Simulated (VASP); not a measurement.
Wanted: the native input for a VASP 6.6.1 run.

| Item | Value |
| --- | --- |
| Task | single point |
| Functional | LDA |
| Potentials or basis | VASP PAW LDA potentials, release 64 (Cd, F) |
| Cutoff | 520 eV |
| k mesh | 8 × 8 × 8 |
| Occupations | gaussian, width 0.05 eV |
| Spin | no spin polarisation |
| Dipole correction | no |
| Further INCAR settings | ALGO = Normal; EDIFF = 1e-07; NBANDS = 20 |

The structure of CdF2 lies in POSCAR:

```
CdF2
1.0
    0.0000000000      2.6940000000      2.6940000000
    2.6940000000      0.0000000000      2.6940000000
    2.6940000000      2.6940000000      0.0000000000
Cd F
1 2
Direct
   -0.0160732258     -0.0160732258     -0.0160732258
    0.2500000000      0.2500000000      0.2500000000
    0.7500000000      0.7500000000      0.7500000000
```

This cell differs from its parent crystal: all Cd atoms moved -0.150 Å, as atom 1 along Cartesian [1 1 1].

One way to write it, as run:

INCAR

```
SYSTEM = CdF2
PREC = Accurate
ENCUT = 520
EDIFF = 1E-7
ISMEAR = 0
SIGMA = 0.05
LREAL = .False.
LASPH = .True.
NELM = 100
ALGO = Normal
ISIF = 2
LWAVE = .False.
LCHARG = .True.
GGA = CA
LELF = .True.
LVHAR = .True.
NBANDS = 20
```

KPOINTS

```
regular mesh
0
Gamma
  8 8 8
  0 0 0
```

Potentials or basis: VASP PAW LDA potentials, release 64 (Cd, F).

Run with:

```console
$ cat potpaw_LDA.64/Cd/POTCAR potpaw_LDA.64/F/POTCAR > POTCAR
$ mpirun -np 1 vasp_std > vasp.out
```

Results of the run:

```yaml
Pressure: -3.4 GPa
Largest_force: 0.825 eV/Å
Band_gap_on_the_k_mesh: 2.82 eV, indirect (least direct gap 3.30 eV)
```

Caveat: the cell differs from its parent crystal (all Cd atoms moved -0.150 Å, as atom 1 along Cartesian [1 1 1]).

It took 21 s on 1 thread of Intel(R) Xeon(R) 6975P-C (Granite Rapids), with other jobs on the host, peak memory 0.17 GiB.
